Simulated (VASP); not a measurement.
# CoSi (WC type) (P-6m2) in VASP: notebook

CoSi (WC type) is run at these levels: PBE; tasks: relaxation of cell and atoms.

Everything below comes from runs of VASP 6.6.1. Logs are shortened: lines on timing, memory, paths and dates and some standing lists are left out, and cuts for length are marked.

### Step 1. The cell of the first run

It takes space group P-6m2 (No. 187, hexagonal). The conventional cell has a = 2.491 Å, b = 2.491 Å, c = 3.382 Å, α = 90.00°, β = 90.00°, γ = 120.00°. Co (site symmetry -6m2) has 6 Si at 2.22 Å and 6 Co at 2.49 Å within 2.9 Å. Within 2.9 Å of Si (site symmetry -6m2) lie 6 Co at 2.22 Å and 6 Si at 2.49 Å.

### Step 2. Relaxation of cell and atoms, PBE, target pressure 68 GPa, at which the enthalpy is minimised

INCAR reads:

```
PREC     = Accurate       # precision mode
ENCUT    = 600            # plane-wave cutoff, eV
EDIFF    = 1E-6           # SCF threshold, eV
ISMEAR   = -1             # smearing method
SIGMA    = 0.08           # smearing width, eV
LREAL    = F              # projectors in reciprocal space
LASPH    = T              # aspherical terms in the spheres
NELM     = 100            # most SCF steps
ALGO     = Normal         # electronic algorithm
ISIF     = 3              # what is computed and relaxed
LWAVE    = F              # write WAVECAR
LCHARG   = F              # write CHGCAR
GGA      = PE             # functional
IBRION   = 2              # ionic algorithm
NSW      = 32             # ionic steps
EDIFFG   = -0.005         # ionic threshold
PSTRESS  = 680.0
```

KPOINTS reads:

```
regular mesh
0
Gamma
  16 16 14
```

POSCAR reads:

```
CoSi
1.0
    2.4911839272      0.0000000000      0.0000000000
   -1.2455919636      2.1574285665      0.0000000000
    0.0000000000      0.0000000000      3.3818231222
Co Si
1 1
Direct
    0.0000000000      0.0000000000      0.0000000000
    0.3333333333      0.6666666667      0.5000000000
```

Potentials or basis: VASP PAW PBE potentials, release 64 (Co, Si).

Command:

```bash
$ cat potpaw_PBE.64/Co/POTCAR potpaw_PBE.64/Si/POTCAR > POTCAR
$ mpirun -np 1 vasp_std > vasp.out
```

OUTCAR:

```text
PREC = Accurate
   ENCUT = 600
   EDIFF = 1E-6
   ISMEAR = -1
   LREAL = F
   LASPH = T
   NELM = 100
   ISIF = 3
   GGA = PE
   IBRION = 2
   NSW = 32
   EDIFFG = -0.005
   PSTRESS = 680.0

 ion  position               nearest neighbor table
   1  0.000  0.000  0.000-   2 2.22   2 2.22   2 2.22   2 2.22   2 2.22   2 2.22
   2  0.333  0.667  0.500-   1 2.22   1 2.22   1 2.22   1 2.22   1 2.22   1 2.22

  LATTYP: Found a hexagonal cell.
 ALAT       =     2.4911839272
 C/A-ratio  =     1.3575164344

  Lattice vectors:

 A1 = (   2.4911839272,   0.0000000000,   0.0000000000)
 A2 = (  -1.2455919636,   2.1574285665,   0.0000000000)
 A3 = (   0.0000000000,   0.0000000000,   3.3818231222)

Analysis of symmetry for initial positions (statically):
=====================================================================
 Subroutine PRICEL returns:
 Original cell was already a primitive cell.

 Routine SETGRP: Setting up the symmetry group for a
 hexagonal supercell.

 Subroutine GETGRP returns: Found 12 space group operations
 (whereof 12 operations were pure point group operations)
 out of a pool of 24 trial point group operations.

The static configuration has the point symmetry D_3h.

Analysis of symmetry for dynamics (positions and initial velocities):
=====================================================================
 Subroutine PRICEL returns:
 Original cell was already a primitive cell.

 Routine SETGRP: Setting up the symmetry group for a
 hexagonal supercell.

 Subroutine GETGRP returns: Found 12 space group operations
 (whereof 12 operations were pure point group operations)
 out of a pool of 24 trial point group operations.

The dynamic configuration has the point symmetry D_3h.

 Subroutine INISYM returns: Found 12 space group operations
 (whereof 12 operations are pure point group operations),
 and found     1 'primitive' translations

----------------------------------------------------------------------------------------

                                     Primitive cell

  volume of cell :      18.1758

  direct lattice vectors                    reciprocal lattice vectors
     2.491183927  0.000000000  0.000000000     0.401415564  0.231757384  0.000000000
    -1.245591964  2.157428567  0.000000000     0.000000000  0.463514767  0.000000000
     0.000000000  0.000000000  3.381823122     0.000000000  0.000000000  0.295698493

  length of vectors
     2.491183927  2.491183927  3.381823122     0.463514767  0.463514767  0.295698493

  position of ions in fractional coordinates (direct lattice)
     0.000000000  0.000000000  0.000000000
     0.333333333  0.666666667  0.500000000

  ion indices of the primitive-cell ions
   primitive index   ion index
                 1           1
                 2           2

----------------------------------------------------------------------------------------

 KPOINTS: regular mesh

Automatic generation of k-mesh.
 Grid dimensions read from file:
 generate k-points for:   16   16   14

 Generating k-lattice:

  Cartesian coordinates                     Fractional coordinates (reciprocal lattice)
     0.025088473  0.014484836  0.000000000     0.062500000 -0.000000000  0.000000000
     0.000000000  0.028969673  0.000000000     0.000000000  0.062500000  0.000000000
     0.000000000  0.000000000  0.021121321     0.000000000  0.000000000  0.071428571

  Length of vectors
     0.028969673  0.028969673  0.021121321

  Shift w.r.t. Gamma in fractional coordinates (k-lattice)
     0.000000000  0.000000000  0.000000000

 Subroutine IBZKPT returns following result:
 ===========================================

 Found    240 irreducible k-points:

 Following reciprocal coordinates:
            Coordinates               Weight
  0.000000  0.000000  0.000000      1.000000
  0.062500  0.000000  0.000000      6.000000
  0.125000  0.000000  0.000000      6.000000
  0.187500 -0.000000  0.000000      6.000000
  0.250000  0.000000  0.000000      6.000000
  0.312500 -0.000000  0.000000      6.000000
[... 16 lines left out ...]
  0.187500  0.187500  0.000000      6.000000
  0.250000  0.187500  0.000000     12.000000
 [... further k-points ...]
   k-points           NKPTS =    240   k-points in BZ     NKDIM =    240   number of bands    NBANDS=     10
   number of dos      NEDOS =    301   number of ions     NIONS =      2
   total plane-waves  NPLWV =  11200
   dimension x,y,z NGX =    20 NGY =   20 NGZ =   28
   dimension x,y,z NGXF=    40 NGYF=   40 NGZF=   56
   ions per type =               1   1
   NGX,Y,Z   is equivalent  to a cutoff of  13.35, 13.35, 13.76 a.u.
   NGXF,Y,Z  is equivalent  to a cutoff of  26.69, 26.69, 27.53 a.u.
 SYSTEM =  unknown system
   PREC   = accura    normal or accurate (medium, high low for compatibility)
   ISTART =      0    job   : 0-new  1-cont  2-samecut
   ICHARG =      2    charge: 1-file 2-atom 10-const
   ISPIN  =      1    spin polarized calculation?
   LNONCOLLINEAR =      F non collinear calculations
   LSORBIT =      F    spin-orbit coupling
   LASPH  =      T    aspherical Exc in radial PAW
   ENCUT  =  600.0 eV  44.10 Ry    6.64 a.u.   4.98  4.98  6.75*2*pi/ulx,y,z
   NELM   =    100;   NELMIN=  2; NELMDL= -5     # of ELM steps
   EDIFF  = 0.1E-05   stopping-criterion for ELM
   LREAL  =      F    real-space projection
   EDIFFG = -.5E-02   stopping-criterion for IOM
   NSW    =     32    number of steps for IOM
   IBRION =      2    ionic relax: 0-MD 1-quasi-New 2-CG
   NFREE  =      1    steps in history (QN), initial steepest desc. (CG)
   ISIF   =      3    stress and relaxation
   ISYM   =      2    0-nonsym 1-usesym 2-fastsym
   POTIM  = 0.5000    time-step for ionic-motion
   TEBEG  =    0.0;   TEEND  =   0.0 temperature during run
   PSTRESS=  680.0 pullay stress
   NELECT =      13.0000    total number of electrons
   NUPDOWN=      -1.0000    fix difference up-down
   EMIN   =  10.00;   EMAX   =-10.00  energy-range for DOS
   EFERMI =   0.00;   METHOD = LEGACY
   ISMEAR =    -1;   SIGMA  =   0.08  broadening in eV -4-tet -1-fermi 0-gaus
   EFERMI_NEDOS =   21; number of points for ismear=-14 and -15
   IALGO  =     38    algorithm
   IMIX   =      4    mixing-type and parameters
     AMIX     =   0.40;   BMIX     =  1.00
     AMIX_MAG =   1.60;   BMIX_MAG =  1.00
  volume/ion in A,a.u.               =       9.09        61.33
  Fermi-wavevector in a.u.,A,eV,Ry     =   1.464058  2.766668 29.163618  2.143465
  Thomas-Fermi vector in A             =   2.580079
   LORBIT       =      0    0 simple, 1 ext, 2 COOP (PROOUT), +10 PAW based schemes
   GGA     = PE    functional components
   LHFCALC =     F    Hartree Fock is set to
   AEXX    =    0.0000 exact exchange contribution
   IVDW    =     0    specifies the selected vdW correction
   LEPSILON=     F    determine dielectric tensor
   LRPA    =     F    only Hartree local field effects (RPA)
 conjugate gradient relaxation of ions
 non-spin polarized calculation
  energy-cutoff  :      600.00
  volume of cell :       18.18
 maximum number of plane-waves:       622
 NGX is ok and might be reduce to    20
   NGX =  9   NGY =  9   NGZ = 13

--------------------------------------- Ionic step        1  -------------------------------------------

 number of electron      13.0000005 magnetization

 Free energy of the ion-electron system (eV)
  ---------------------------------------------------
  ext. energy  EPLUGINS =         0.00000000
  ---------------------------------------------------
  free energy    TOTEN  =       -12.46704148 eV

  energy without entropy =      -12.44102425  energy(sigma->0) =      -12.45403286

------------------------ aborting loop because EDIFF is reached ----------------------------------------

  FORCE on cell =-STRESS in cart. coord.  units (eV):
  Direction    XX          YY          ZZ          XY          YZ          ZX
  --------------------------------------------------------------------------------------
  -------------------------------------------------------------------------------------
  Total        7.6922616      7.6922616      7.7402555      0.0000000     -0.0000000     -0.0000000
  in kB      678.0652973    678.0652973    682.2959175      0.0000000     -0.0000000     -0.0000000
  external PRESSURE =      -0.5244960 kB  Pullay stress =     680.0000000 kB
[... 93 lines left out ...]
  FREE ENERGIE OF THE ION-ELECTRON SYSTEM (eV)
  ---------------------------------------------------
  free  energy   TOTEN  =       -12.4641847627 eV

  energy  without entropy=      -12.4380659107  energy(sigma->0) =      -12.45112534

  enthalpy is  TOTEN    =        -4.7528501742 eV   P V=        7.7113345885

[... ionic steps 4 to 7 ...]

--------------------------------------- Ionic step        8  -------------------------------------------

 number of electron      13.0000005 magnetization

------------------------ aborting loop because EDIFF is reached ----------------------------------------

  FORCE on cell =-STRESS in cart. coord.  units (eV):
  Direction    XX          YY          ZZ          XY          YZ          ZX
  --------------------------------------------------------------------------------------
  -------------------------------------------------------------------------------------
  Total        7.7523279      7.7523279      7.7455106      0.0000000      0.0000000      0.0000000
  in kB      683.5119608    683.5119608    682.9108902      0.0000000      0.0000000      0.0000000
  external PRESSURE =       3.3116039 kB  Pullay stress =     680.0000000 kB
[... 61 lines left out ...]
  enthalpy is  TOTEN    =        -4.7528496199 eV   P V=        7.7126807376

--------------------------------------- Ionic step       10  -------------------------------------------

 number of electron      13.0000005 magnetization

 Free energy of the ion-electron system (eV)
  ---------------------------------------------------
  ext. energy  EPLUGINS =         0.00000000
  ---------------------------------------------------
  free energy    TOTEN  =       -12.46543783 eV

  energy without entropy =      -12.43930177  energy(sigma->0) =      -12.45236980

 E-fermi :  15.4319     XC(G=0): -13.8028

 val. band max:       15.4119798277   @ k =   0.4375   0.1250   0.2143
 cond. band min:      15.4349628262   @ k =   0.2500   0.1875   0.4286
 fundamental gap:      0.0229829985
 Fermi energy:        15.4319417724

 k-point     1 :       0.0000    0.0000    0.0000
  band No.  band energies     occupation
      1      -0.4573      2.00000
      2       9.9418      2.00000
      3      11.6725      2.00000
      4      13.0955      2.00000
      5      13.0955      2.00000
      6      14.0123      2.00000
      7      14.0123      2.00000
      8      19.4365      0.00000
      9      27.5817      0.00000
     10      27.5817      0.00000
[... 287 lines left out ...]
 k-point    24 :       0.2500    0.1875    0.0000
  band No.  band energies     occupation
      1       3.9127      2.00000
      2      10.4734      2.00000
      3      10.5724      2.00000
      4      11.1928      2.00000
      5      12.9290      2.00000
      6      14.6552      1.99988
      7      16.9255      0.00000
      8      17.8964      0.00000
      9      18.7840      0.00000
     10      22.0066      0.00000

 [... further k-points ...]
[... 5 lines left out ...]
  --------------------------------------------------------------------------------------
  -------------------------------------------------------------------------------------
  Total        7.7207969      7.7207969      7.7161557      0.0000000     -0.0000000      0.0000000
  in kB      680.7237487    680.7237487    680.3145395      0.0000000     -0.0000000      0.0000000
  external PRESSURE =       0.5873456 kB  Pullay stress =     680.0000000 kB
[... 17 lines left out ...]
  FREE ENERGIE OF THE ION-ELECTRON SYSTEM (eV)
  ---------------------------------------------------
  free  energy   TOTEN  =       -12.4654378254 eV

  energy  without entropy=      -12.4393017720  energy(sigma->0) =      -12.45236980

  enthalpy is  TOTEN    =        -4.7528496886 eV   P V=        7.7125881368

 reached required accuracy - stopping structural energy minimisation
```

Wall time 3.8 min (1 thread of Intel Xeon Platinum 8175M at 2.50GHz (Skylake/Cascade Lake), shared host); peak memory 0.19 GiB.

What came out:

* Free energy: -12.4654 eV
* Relaxed volume: 9.09 Å³/atom
* Relaxed cell: a = 2.490 Å, b = 2.490 Å, c = 3.384 Å, α = 90.00°, β = 90.00°, γ = 120.00°
* Space group after relaxing (to 0.1 Å): P-6m2 (No. 187)
* Energy change on relaxing (the run minimises the enthalpy): +0.8 meV/atom
* Ionic steps: 10
* Pressure after relaxing: 68.1 GPa
* Band gap on the k mesh: zero (an odd number of electrons rules out a gap without spin polarisation)

Step by step:
```csv
step,energy change (eV),largest force (eV/Å),pressure (GPa),volume (Å³)
1,0.0000,0.0000,67.95,18.18
2,0.0033,0.0000,68.09,18.17
3,0.0029,0.0000,68.14,18.17
4,0.0023,0.0000,68.03,18.17
5,0.0026,0.0000,68.28,18.17
6,0.0006,0.0000,67.90,18.17
7,0.0014,0.0000,67.95,18.17
8,0.0017,0.0000,68.33,18.17
9,0.0015,0.0000,67.79,18.17
10,0.0016,0.0000,68.06,18.17
```

Final structure:
```yaml
crystal:
  lattice:
    - [2.49008, 0.00000, 0.00000]
    - [-1.24504, 2.15647, 0.00000]
    - [0.00000, 0.00000, 3.38412]
  atoms:
    - { symbol: Co, position: [0.00000, 0.00000, 0.00000] }
    - { symbol: Si, position: [0.33333, 0.66667, 0.50000] }
```

Caveat: the cell is relaxed towards a set pressure, so the run minimises the enthalpy, not the energy; the run has no spin polarisation, though such a crystal can be magnetic. Spin polarisation is off, so any magnetic state and its effect on volume and gap are missing.

### Step 3. Relaxation of cell and atoms, PBE, target pressure 68 GPa, at which the enthalpy is minimised

This run uses another cell than the first one, of 9.89 Å³/atom.

INCAR reads:

```
SYSTEM = CoSi
PREC = Accurate ; ENCUT = 600
EDIFF = 1E-7 ; ISMEAR = -1
SIGMA = 0.08 ; LREAL = .False.
LASPH = .True. ; NELM = 60
ALGO = Normal ; ISIF = 3
LWAVE = .False. ; LCHARG = .False.
GGA = PE ; IBRION = 2
NSW = 60 ; EDIFFG = -0.005
PSTRESS = 680.0
```

KPOINTS reads:

```
Automatic mesh
0
Gamma
  16 16 14
  0 0 0
```

POSCAR reads:

```
CoSi
1.0
    2.8563884461      0.0000000000      0.0000000000
   -1.4281942231      2.4737049574      0.0000000000
    0.0000000000      0.0000000000      2.7992606772
Co Si
1 1
Direct
    0.0000000000      0.0000000000      0.0000000000
    0.3333333333      0.6666666667      0.5000000000
```

Potentials or basis: VASP PAW PBE potentials, release 64 (Co, Si).

Command:

```bash
$ cat potpaw_PBE.64/Co/POTCAR potpaw_PBE.64/Si/POTCAR > POTCAR
$ mpirun -np 1 vasp_std > vasp.out
```

Run time: 12 min. Hardware: 1 thread of Intel Xeon Platinum 8175M at 2.50GHz (Skylake/Cascade Lake), shared host; peak memory 0.23 GiB.

It converged, with:

```
Free energy                                                : -12.4654 eV
Relaxed volume                                             : 9.09 Å³/atom
Relaxed cell                                               : a = 2.490 Å, b = 2.490 Å, c = 3.383 Å, α = 90.00°, β = 90.00°, γ = 120.00°
Space group after relaxing (to 0.1 Å)                      : P-6m2 (No. 187)
Energy change on relaxing (the run minimises the enthalpy) : -51.5 meV/atom
Ionic steps                                                : 23
Pressure after relaxing                                    : 68.0 GPa
Band gap on the k mesh                                     : zero (an odd number of electrons rules out a gap without spin polarisation)
```

Step by step:
```tsv
step	energy change (eV)	largest force (eV/Å)	pressure (GPa)	volume (Å³)
1	0.0000	0.0000	57.22	19.78
2	0.8066	0.0000	101.95	17.92
3	0.3248	0.0000	75.84	18.91
4	0.3577	0.0000	79.88	18.61
5	0.4264	0.0000	96.17	17.60
6	2.4730	0.0000	185.79	15.09
7	0.5690	0.0000	107.55	17.08
8	0.7375	0.0000	117.05	16.72
9	0.7098	0.0000	115.24	16.74
10	0.6708	0.0000	110.79	16.77
11	0.5924	0.0000	106.65	16.89
12	0.3731	0.0000	94.87	17.23
13	0.0009	0.0000	73.97	17.94
14	-0.0980	0.0000	68.15	18.16
15	-0.1101	0.0000	67.44	18.19
16	-0.1077	0.0000	67.59	18.18
17	-0.1044	0.0000	67.81	18.18
18	-0.0980	0.0000	68.25	18.16
19	-0.0996	0.0000	68.15	18.16
20	-0.1001	0.0000	68.12	18.17
21	-0.1017	0.0000	68.04	18.17
22	-0.1049	0.0000	67.93	18.18
23	-0.1030	0.0000	68.02	18.17
```

Final structure:
```yaml
crystal:
  lattice:
    - [2.49035, 0.00000, 0.00000]
    - [-1.24517, 2.15671, 0.00000]
    - [0.00000, 0.00000, 3.38336]
  atoms:
    - { symbol: Co, position: [0.00000, 0.00000, 0.00000] }
    - { symbol: Si, position: [0.33333, 0.66667, 0.50000] }
```

Levels at points of the mesh, in eV from the Fermi level:
```tsv
k point	band 5	band 6	band 7	band 8	band 9	band 10
(0.00, 0.00, 0.00)	-2.34	-1.42	-1.42	4.01	12.15	12.15
(0.50, 0.00, 0.00)	-2.03	-0.03	0.99	3.93	5.67	6.04
(0.00, 0.00, 0.50)	-2.28	-1.69	-1.69	10.36	12.96	12.96
(0.50, 0.00, 0.50)	-2.54	-2.35	-0.02	1.29	3.80	8.64
```

Caveat: the cell is relaxed towards a set pressure, so the run minimises the enthalpy, not the energy; a cell axis changed by over 15 % at a fixed basis, so the end point is rough; the run has no spin polarisation, though such a crystal can be magnetic. Spin polarisation is off, so any magnetic state and its effect on volume and gap are missing.
